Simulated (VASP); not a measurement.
Input of a VASP 6.6.1 run:

File INCAR:

```
SYSTEM = Li2O
PREC = Accurate
ENCUT = 650
EDIFF = 1E-8
ISMEAR = -1
SIGMA = 0.03
LREAL = .False.
LASPH = .True.
NELM = 120
ALGO = Normal
ISIF = 2
LWAVE = .False.
LCHARG = .False.
GGA = PS
LEFG = .True.
NBANDS = 13
GGA_COMPAT = .False.
```

The input KPOINTS:

```
Automatic mesh
0
Gamma
  9 9 9
  0 0 0
```

The input POSCAR:

```
Li2O
1.0
    0.0000000000      2.2623541181      2.2623541181
    2.2623541181      0.0000000000      2.2623541181
    2.2623541181      2.2623541181      0.0000000000
Li O
2 1
Direct
    0.2500000000      0.2500000000      0.2500000000
    0.7500000000      0.7500000000      0.7500000000
    0.0000000000      0.0000000000      0.0000000000
```

Potentials or basis: VASP PAW PBE potentials, release 64 (Li_sv, O).

Launch:

```console
$ cat potpaw_PBE.64/Li_sv/POTCAR potpaw_PBE.64/O/POTCAR > POTCAR
$ mpirun -np 1 vasp_std > vasp.out
```

Problem. Predict the band gap on the k mesh.

Solution. 5.04 eV (least direct gap 5.63 eV).

Problem. What does it give for the pressure?

Solution. 3.2 GPa.

Caveat: the cell stands under pressure; the PAW data sets were made with another functional, which shifts forces and pressure a little; an odd mesh through Γ misses points on the zone boundary, where band edges can lie.
